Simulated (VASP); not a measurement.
Al4Co: single point with PBE

Al4Co:

```
Al Co
1.0
     5.59621    0.00000    0.00000
     0.00000    5.59621    0.00000
     0.00000    0.00000    5.11089
Al Co
8 2
Cartesian
  1.7602 4.5583 3.8062
  3.8360 1.0379 3.8062
  1.7602 1.0379 1.3047
  4.5583 1.7602 1.3047
  3.8360 4.5583 1.3047
  1.0379 3.8360 1.3047
  1.0379 1.7602 3.8062
  4.5583 3.8360 3.8062
  0.0000 0.0000 0.0000
  2.7981 2.7981 0.0000
```

```yaml
Program: VASP 6.6.1
Task: single point
Functional: PBE
Potentials_or_basis: VASP PAW PBE potentials, release 64 (Al, Co)
Cutoff: 520 eV
k_mesh: 3 × 3 × 4
Occupations: gaussian, width 0.2 eV
Spin: collinear spin, ferromagnetic start
Starting_moments: "[0.0, 0.0, 0.0, 0.0, 0.0, 0.0, 0.0, 0.0, 3.0, 3.0] μB"
Dipole_correction: no
Further_INCAR_settings: ALGO = Fast; EDIFF = 1e-07; NBANDS = 36
```

```json
{
  "Pressure": "-0.3 GPa",
  "Largest force": "0.017 eV/Å",
  "Band gap on the k mesh": "zero (filled and empty bands overlap)",
  "Net moment": "0.00 μB per cell",
  "Valence electrons inside the program's atomic spheres": "Al 0.78; Co 8.56"
}
```

Forces in eV/Å, atoms in the order of the input:
```
Al  -0.012 -0.012  0.003
Al   0.012  0.012  0.003
Al  -0.012  0.012 -0.003
Al  -0.012 -0.012 -0.003
Al   0.012 -0.012 -0.003
Al   0.012  0.012 -0.003
Al   0.012 -0.012  0.003
Al  -0.012  0.012  0.003
Co   0.000  0.000  0.000
Co   0.000  0.000  0.000
```

Stress tensor (GPa, compression positive):
```
-0.24  0.00  0.00
 0.00 -0.24  0.00
 0.00  0.00 -0.38
```

Levels at points of the mesh, in eV from the Fermi level:
Spin up:
| k point | band 18 | band 19 | band 20 | band 21 | band 22 | band 23 | band 24 | band 25 | band 26 | band 27 |
| --- | --- | --- | --- | --- | --- | --- | --- | --- | --- | --- |
| (0.00, 0.00, 0.00) | -1.22 | -1.21 | -0.81 | -0.81 | -0.74 | -0.29 | 0.67 | 1.03 | 1.71 | 2.25 |
| (0.00, 0.00, 0.50) | -0.93 | -0.93 | -0.30 | -0.22 | -0.22 | 0.18 | 1.32 | 1.48 | 1.48 | 1.63 |
Spin down:
```tsv
k point	band 20	band 21	band 22	band 23	band 24	band 25
(0.00, 0.00, 0.00)	-0.81	-0.81	-0.74	-0.29	0.67	1.03
(0.00, 0.00, 0.50)	-0.30	-0.22	-0.22	0.18	1.32	1.48
```

Run time: 86 s on 1 thread of AMD EPYC 9R45 96-Core Processor (Zen 5) (shared host), peak memory 0.29 GiB.

Caveat: the k points lie up to 0.37 Å⁻¹ apart, too coarse for converged energies and pressures of a metal; the moments typed at the start vanished in this run.
